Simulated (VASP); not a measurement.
SnO: relaxation of cell and atoms with r2SCAN

The system is SnO.

```
Sn O
1.0
     3.10515    0.00000    0.00000
     0.00000    3.10515    0.00000
     0.00000    0.00000    3.10515
Sn O
1 1
Direct
  0.50000 0.50000 0.50000
  0.00000 0.00000 0.00000
```

| Item | Value |
| --- | --- |
| Program | VASP 6.6.1 |
| Task | relaxation of cell and atoms |
| Functional | r2SCAN |
| Potentials or basis | VASP PAW PBE potentials, release 64 (Sn_d, O) |
| Cutoff | 600 eV |
| k mesh | 6 × 6 × 6 |
| Occupations | gaussian, width 0.1 eV |
| Spin | no spin polarisation |
| Dipole correction | no |
| Further INCAR settings | ALGO = Normal; EDIFF = 1e-06; IBRION = 2; EDIFFG = -0.04; NSW = 90; ISIF = 3 |

* Pressure after relaxing: 0.1 GPa
* Band gap on the k mesh: 0.36 eV (least direct gap 1.03 eV)

Final structure:
```cif
data_structure
_symmetry_space_group_name_H-M 'P 1'
_symmetry_Int_Tables_number 1
_cell_length_a 3.1052
_cell_length_b 3.1052
_cell_length_c 3.1052
_cell_angle_alpha 90.000
_cell_angle_beta 90.000
_cell_angle_gamma 90.000
_cell_volume 29.94
loop_
_atom_site_label
_atom_site_type_symbol
_atom_site_fract_x
_atom_site_fract_y
_atom_site_fract_z
_atom_site_occupancy
Sn1 Sn 0.50000 0.50000 0.50000 1
O1 O 0.00000 0.00000 0.00000 1
```

Levels at points of the mesh, in eV from the valence-band top:
| k point | band 8 | band 9 | band 10 | band 11 | band 12 | band 13 |
| --- | --- | --- | --- | --- | --- | --- |
| (0.00, 0.00, 0.00) | -2.49 | -2.49 | -2.49 | 8.85 | 8.85 | 8.85 |
| (0.50, 0.00, 0.00) | -1.72 | -1.72 | -0.65 | 0.75 | 7.88 | 7.88 |
| (0.50, 0.50, 0.00) | -5.48 | -4.54 | -1.59 | 3.97 | 3.97 | 9.61 |
| (0.50, 0.50, 0.50) | -3.30 | -3.30 | -0.91 | 0.36 | 0.36 | 0.36 |

Wall time 20 s on 1 thread of Intel(R) Xeon(R) 6975P-C (Granite Rapids), on a shared host, peak memory 0.17 GiB.

Caveat: the relaxation stopped at its first step, so nothing moved; the PAW data sets were made with another functional, which shifts forces and pressure a little; spin-orbit coupling is left out, which moves the levels of the heavy elements. A k mesh can miss the band edges.
